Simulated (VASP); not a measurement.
# WSe2 (P6_3/mmc) in VASP: single point with PBE

Aim: the single point of WSe2 with PBE.

Everything below comes from runs of VASP 6.6.1. Logs are shortened: lines on timing, memory, paths and dates and some standing lists are left out, and cuts for length are marked.

### 1 The cell of the first run

The structure is hexagonal, space group P6_3/mmc (No. 194). Conventional cell: a = 3.300 Å, b = 3.300 Å, c = 13.149 Å, α = 90.00°, β = 90.00°, γ = 120.00°. W (site symmetry -6m2) has 6 Se at 2.53 Å and 6 W at 3.30 Å within 3.3 Å. Within 3.4 Å of Se (site symmetry 3m) lie 3 W at 2.53 Å and 7 Se at 3.30 to 3.33 Å.

### 2 Single point, PBE, non-collinear spin, zero start, spin-orbit coupling

Contents of INCAR:

```
SYSTEM = WSe2
PREC = Accurate ; ENCUT = 520
EDIFF = 1E-7 ; ISMEAR = -1
SIGMA = 0.02 ; LREAL = .False.
LASPH = .True. ; NELM = 150
ALGO = Normal ; ISIF = 2
LWAVE = .False. ; LCHARG = .False.
MAGMOM = 0 0 0 0 0 0 0 0 0 0 0 0 0 0 0 0 0 0 ; LORBIT = 11
LSORBIT = .True. ; GGA_COMPAT = .False.
LORBMOM = .True. ; LMAXMIX = 4
GGA = PE ; NBANDS = 68
KPAR = 4
```

Contents of KPOINTS:

```
Automatic mesh
0
Gamma
  12 12 2
  0 0 0
```

Contents of POSCAR:

```
WSe2
1.0
    3.2996674462      0.0000000000      0.0000000000
   -1.6498337231      2.8575958324      0.0000000000
    0.0000000000      0.0000000000     13.1487009077
W Se
2 4
Direct
    0.3333333333      0.6666666667      0.2500000000
    0.6666666667      0.3333333333      0.7500000000
    0.6666666667      0.3333333333      0.3766602602
    0.6666666667      0.3333333333      0.1233397398
    0.3333333333      0.6666666667      0.8766602602
    0.3333333333      0.6666666667      0.6233397398
```

Potentials or basis: VASP PAW PBE potentials, release 64 (W_sv, Se).

On the command line:

```bash
$ cat potpaw_PBE.64/W_sv/POTCAR potpaw_PBE.64/Se/POTCAR > POTCAR
$ mpirun -np 4 vasp_ncl > vasp.out
```

OUTCAR:

```text
SYSTEM = WSe2
   PREC = Accurate
   ENCUT = 520
   EDIFF = 1E-7
   ISMEAR = -1
   LREAL = .False.
   LASPH = .True.
   NELM = 150
   ISIF = 2
   LORBIT = 11
   LSORBIT = .True.
   GGA = PE

 ion  position               nearest neighbor table
   1  0.333  0.667  0.250-   3 2.53   4 2.53   3 2.53   4 2.53   3 2.53   4 2.53
   2  0.667  0.333  0.750-   5 2.53   6 2.53   5 2.53   6 2.53   5 2.53   6 2.53
   3  0.667  0.333  0.377-   1 2.53   1 2.53   1 2.53
   4  0.667  0.333  0.123-   1 2.53   1 2.53   1 2.53
   5  0.333  0.667  0.877-   2 2.53   2 2.53   2 2.53
   6  0.333  0.667  0.623-   2 2.53   2 2.53   2 2.53

  LATTYP: Found a hexagonal cell.
 ALAT       =     3.2996674462
 C/A-ratio  =     3.9848563899

  Lattice vectors:

 A1 = (   3.2996674462,   0.0000000000,   0.0000000000)
 A2 = (  -1.6498337231,   2.8575958324,   0.0000000000)
 A3 = (   0.0000000000,   0.0000000000,  13.1487009077)

Analysis of symmetry for initial positions (statically):
=====================================================================
 Subroutine PRICEL returns:
 Original cell was already a primitive cell.

 Routine SETGRP: Setting up the symmetry group for a
 hexagonal supercell.

 Subroutine GETGRP returns: Found 24 space group operations
 (whereof 12 operations were pure point group operations)
 out of a pool of 24 trial point group operations.

The static configuration has the point symmetry D_3d.
 The point group associated with its full space group is D_6h.

Analysis of symmetry for dynamics (positions and initial velocities):
=====================================================================
 Subroutine PRICEL returns:
 Original cell was already a primitive cell.

 Routine SETGRP: Setting up the symmetry group for a
 hexagonal supercell.

 Subroutine GETGRP returns: Found 24 space group operations
 (whereof 12 operations were pure point group operations)
 out of a pool of 24 trial point group operations.

The dynamic configuration has the point symmetry D_3d.
 The point group associated with its full space group is D_6h.

Analysis of structural, dynamic, and magnetic symmetry:
=====================================================================
 Subroutine PRICEL returns:
 Original cell was already a primitive cell.

 Routine SETGRP: Setting up the symmetry group for a
 hexagonal supercell.

 Subroutine GETGRP returns: Found 24 space group operations
 (whereof 12 operations were pure point group operations)
 out of a pool of 24 trial point group operations.

The overall configuration has the point symmetry D_3d.
 The point group associated with its full space group is D_6h.

 Subroutine INISYM returns: Found 24 space group operations
 (whereof 12 operations are pure point group operations),
 and found     1 'primitive' translations

----------------------------------------------------------------------------------------

                                     Primitive cell

  volume of cell :     123.9806

  direct lattice vectors                    reciprocal lattice vectors
     3.299667446  0.000000000  0.000000000     0.303060844  0.174972260  0.000000000
    -1.649833723  2.857595832  0.000000000     0.000000000  0.349944519  0.000000000
     0.000000000  0.000000000 13.148700908     0.000000000  0.000000000  0.076053141

  length of vectors
     3.299667446  3.299667446 13.148700908     0.349944519  0.349944519  0.076053141

  position of ions in fractional coordinates (direct lattice)
     0.333333333  0.666666667  0.250000000
     0.666666667  0.333333333  0.750000000
     0.666666667  0.333333333  0.376660260
     0.666666667  0.333333333  0.123339740
     0.333333333  0.666666667  0.876660260
     0.333333333  0.666666667  0.623339740

  ion indices of the primitive-cell ions
   primitive index   ion index
                 1           1
                 2           2
                 3           3
                 4           4
                 5           5
                 6           6

----------------------------------------------------------------------------------------

 KPOINTS: Automatic mesh

Automatic generation of k-mesh.
 Grid dimensions read from file:
 generate k-points for:   12   12    2

 Generating k-lattice:

  Cartesian coordinates                     Fractional coordinates (reciprocal lattice)
     0.025255070  0.014581022  0.000000000     0.083333333  0.000000000  0.000000000
     0.000000000  0.029162043  0.000000000     0.000000000  0.083333333  0.000000000
     0.000000000  0.000000000  0.038026570     0.000000000  0.000000000  0.500000000

  Length of vectors
     0.029162043  0.029162043  0.038026570

  Shift w.r.t. Gamma in fractional coordinates (k-lattice)
[... 83 lines left out ...]
  energy-cutoff  :      520.00
  volume of cell :      123.98
 maximum number of plane-waves:      6756
 NGX is ok and might be reduce to    28
   NGX = 13   NGY = 13   NGZ = 49

 number of electron      51.9999996 magnetization      -0.0000000     -0.0000000     -0.0000000

 number of electron      51.9999996 magnetization      -0.0000000     -0.0000000      0.0000000

 number of electron      51.9999996 magnetization       0.0000000     -0.0000000      0.0000000

 number of electron      51.9999996 magnetization       0.0000000      0.0000000      0.0000000

 Free energy of the ion-electron system (eV)
  ---------------------------------------------------
  ext. energy  EPLUGINS =         0.00000000
  ---------------------------------------------------
  free energy    TOTEN  =       -44.79544939 eV

  energy without entropy =      -44.79544939  energy(sigma->0) =      -44.79544939

 E-fermi :   6.4769     XC(G=0): -10.6223

 val. band max:        6.0831341147   @ k =   0.0000   0.0000   0.0000
 cond. band min:       7.0551532337   @ k =   0.1667   0.1667   0.0000
 fundamental gap:      0.9720191189
 Fermi energy:         6.4768894700

 k-point     1 :       0.0000    0.0000    0.0000
  band No.  band energies     occupation
      1     -68.2937      1.00000
      2     -68.2937      1.00000
      3     -68.2936      1.00000
      4     -68.2936      1.00000
      5     -38.3806      1.00000
      6     -38.3806      1.00000
[... 1597 lines left out ...]
     63       9.2375      0.00000
     64       9.2375      0.00000

 [... further k-points ...]

 [bands above 64 left out]

------------------------ aborting loop because EDIFF is reached ----------------------------------------

  FORCE on cell =-STRESS in cart. coord.  units (eV):
  Direction    XX          YY          ZZ          XY          YZ          ZX
  --------------------------------------------------------------------------------------
  -------------------------------------------------------------------------------------
  Total        2.5929629      2.5929629      3.9166405      0.0000000     -0.0000000      0.0000000
  in kB       33.5083513     33.5083513     50.6139773      0.0000000     -0.0000000      0.0000000
  external PRESSURE =      39.2102266 kB  Pullay stress =       0.0000000 kB

 VOLUME and BASIS-vectors are now :
 -----------------------------------------------------------------------------
  energy-cutoff  :      520.00
  volume of cell :      123.98
      direct lattice vectors                 reciprocal lattice vectors
     3.299667446  0.000000000  0.000000000     0.303060844  0.174972260  0.000000000
    -1.649833723  2.857595832  0.000000000     0.000000000  0.349944519  0.000000000
     0.000000000  0.000000000 13.148700908     0.000000000  0.000000000  0.076053141

 POSITION                                       TOTAL-FORCE (eV/Angst)
 -----------------------------------------------------------------------------------
     -0.00000      1.90506      3.28718        -0.000000      0.000000      0.000000
      1.64983      0.95253      9.86153         0.000000     -0.000000      0.000000
      1.64983      0.95253      4.95259        -0.000000      0.000000      0.355721
      1.64983      0.95253      1.62176        -0.000000      0.000000     -0.355721
     -0.00000      1.90506     11.52694        -0.000000     -0.000000      0.355721
     -0.00000      1.90506      8.19611         0.000000     -0.000000     -0.355721
 -----------------------------------------------------------------------------------
    total drift:                                0.000000     -0.000000      0.000000

  FREE ENERGIE OF THE ION-ELECTRON SYSTEM (eV)
  ---------------------------------------------------
  free  energy   TOTEN  =       -44.7954493905 eV

  energy  without entropy=      -44.7954493905  energy(sigma->0) =      -44.79544939

 orbital moment (x)

 # of ion     p       d       tot
 ----------------------------------------
  1         0.000  -0.000  -0.000
  2         0.000  -0.000  -0.000
  3         0.000   0.000   0.000
  4        -0.000   0.000  -0.000
  5        -0.000   0.000  -0.000
  6         0.000   0.000   0.000
 ----------------------------------------
            0.000   0.000   0.000

 orbital moment (y)

 # of ion     p       d       tot
 ----------------------------------------
  1        -0.000   0.000   0.000
  2        -0.000   0.000   0.000
  3         0.000   0.000   0.000
  4         0.000  -0.000  -0.000
  5        -0.000  -0.000  -0.000
  6         0.000   0.000   0.000
 ----------------------------------------
           -0.000  -0.000  -0.000

 orbital moment (z)

 # of ion     p       d       tot
 ----------------------------------------
  1         0.000   0.000   0.000
  2         0.000   0.000   0.000
  3         0.000   0.000   0.000
  4         0.000   0.000   0.000
  5         0.000   0.000   0.000
  6         0.000   0.000   0.000
 ----------------------------------------
            0.000   0.000   0.000

 Spin-Orbit-Coupling matrix elements

 Ion:    1  E_soc:     -1.5307937
 l=   1
     0.0000000    -0.2248665    -0.2254387
    -0.2248665     0.0000000    -0.2248665
    -0.2254387    -0.2248665     0.0000000
 l=   2
     0.0000000    -0.0057049     0.0000000    -0.0057049    -0.0259426
    -0.0057049     0.0000000    -0.0182191    -0.0050246    -0.0057049
     0.0000000    -0.0182191     0.0000000    -0.0182191     0.0000000
    -0.0057049    -0.0050246    -0.0182191     0.0000000    -0.0057049
    -0.0259426    -0.0057049     0.0000000    -0.0057049     0.0000000
 l=   3
     0.0000000     0.0000000     0.0000000     0.0000000     0.0000000     0.0000000     0.0000000
     0.0000000     0.0000000     0.0000000     0.0000000     0.0000000     0.0000000     0.0000000
     0.0000000     0.0000000     0.0000000     0.0000000     0.0000000     0.0000000     0.0000000
     0.0000000     0.0000000     0.0000000     0.0000000     0.0000000     0.0000000     0.0000000
[... 89 lines left out ...]
 l=   2
     0.0000000     0.0000063     0.0000000     0.0000063     0.0000037
     0.0000063     0.0000000     0.0000051     0.0000123     0.0000063
     0.0000000     0.0000051     0.0000000     0.0000051     0.0000000
     0.0000063     0.0000123     0.0000051     0.0000000     0.0000063
     0.0000037     0.0000063     0.0000000     0.0000063     0.0000000
 l=   3
     0.0000000     0.0000000     0.0000000     0.0000000     0.0000000     0.0000000     0.0000000
     0.0000000     0.0000000     0.0000000     0.0000000     0.0000000     0.0000000     0.0000000
     0.0000000     0.0000000     0.0000000     0.0000000     0.0000000     0.0000000     0.0000000
     0.0000000     0.0000000     0.0000000     0.0000000     0.0000000     0.0000000     0.0000000
     0.0000000     0.0000000     0.0000000     0.0000000     0.0000000     0.0000000     0.0000000
     0.0000000     0.0000000     0.0000000     0.0000000     0.0000000     0.0000000     0.0000000
     0.0000000     0.0000000     0.0000000     0.0000000     0.0000000     0.0000000     0.0000000

 total charge

# of ion       s       p       d       tot
------------------------------------------
    1        2.311   6.284   3.392  11.987
    2        2.311   6.284   3.392  11.987
    3        1.476   2.356   0.071   3.902
    4        1.476   2.356   0.071   3.902
    5        1.476   2.356   0.071   3.902
    6        1.476   2.356   0.071   3.902
--------------------------------------------------
tot         10.525  21.990   7.067  39.581

 magnetization (x)

# of ion       s       p       d       tot
------------------------------------------
    1        0.000   0.000  -0.000  -0.000
    2        0.000   0.000   0.000   0.000
    3       -0.000  -0.000   0.000  -0.000
    4       -0.000   0.000   0.000   0.000
    5        0.000   0.000   0.000   0.000
    6       -0.000  -0.000   0.000  -0.000
--------------------------------------------------
tot         -0.000   0.000  -0.000   0.000

 magnetization (y)

# of ion       s       p       d       tot
------------------------------------------
    1        0.000   0.000   0.000   0.000
    2        0.000   0.000   0.000   0.000
    3       -0.000   0.000  -0.000  -0.000
    4        0.000  -0.000   0.000  -0.000
    5        0.000  -0.000   0.000  -0.000
    6        0.000   0.000  -0.000   0.000
--------------------------------------------------
tot          0.000  -0.000   0.000  -0.000

 magnetization (z)

# of ion       s       p       d       tot
------------------------------------------
    1        0.000   0.000   0.000   0.000
    2        0.000   0.000   0.000   0.000
    3        0.000   0.000   0.000   0.000
    4        0.000   0.000   0.000   0.000
    5        0.000   0.000   0.000   0.000
    6        0.000   0.000   0.000   0.000
--------------------------------------------------
tot          0.000   0.000   0.000   0.000
```

Wall time 4.3 min (4 MPI ranks of Intel Xeon Platinum 8259CL at 2.50GHz (Skylake/Cascade Lake), shared host); peak memory 0.87 GiB.

Results:

```yaml
Free_energy: -44.7954 eV
Pressure: 3.9 GPa
Largest_force: 0.356 eV/Å
Net_moment: 0.00 μB per cell
Valence_electrons_inside_the_program's_atomic_spheres: W 11.99; Se 3.90
```

Forces on the atoms (eV/Å):
```
W    0.000  0.000  0.000
W    0.000  0.000  0.000
Se   0.000  0.000  0.356
Se   0.000  0.000 -0.356
Se   0.000  0.000  0.356
Se   0.000  0.000 -0.356
```

Moments on the atoms (μB; x, y, z):
```
W   0.00 0.00 0.00
W   0.00 0.00 0.00
Se  0.00 0.00 0.00
Se  0.00 0.00 0.00
Se  0.00 0.00 0.00
Se  0.00 0.00 0.00
```

Caveat: the cell stands under pressure; this functional lacks dispersion, which binds layers or chains, so the pressure and a relaxed spacing across them are unreliable.
